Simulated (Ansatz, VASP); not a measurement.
# Ag2O: VASP beside Ansatz

```
Ag O
1.0
     4.87021    0.00000    0.00000
     0.00000    4.87021    0.00000
     0.00000    0.00000    4.87021
Ag O
4 2
Direct
  0.75000 0.75000 0.75000
  0.75000 0.25000 0.25000
  0.25000 0.25000 0.75000
  0.25000 0.75000 0.25000
  0.00000 0.00000 0.00000
  0.50000 0.50000 0.50000
```

Alike in both runs: task single point; functional BLYP; k mesh 6 × 6 × 6; occupations gaussian, width 0.05 eV; no spin polarisation.

|  | VASP | Ansatz |
| --- | --- | --- |
| version | VASP 6.6.1 | Ansatz 0.2.0 |
| potentials or method | VASP PAW PBE potentials, release 64 (Ag, O), cutoff 600 eV | scalar-relativistic, plane waves, PAW |
| valence electrons in the cell | 56 | 88 |

|  | VASP | Ansatz | Ansatz less VASP |
| --- | --- | --- | --- |
| gap on the k mesh at the Fermi level (eV) | none | none | - |
| pressure (GPa) | 1.4 | 1.4 | -0.02 |

VASP's potentials were made for PBE, not for BLYP. A gap of «none» marks a metal or a gap that the smearing closes. VASP's potentials hold 56 valence electrons a cell and Ansatz's 88, so a difference there can come from the potentials and not from the codes.
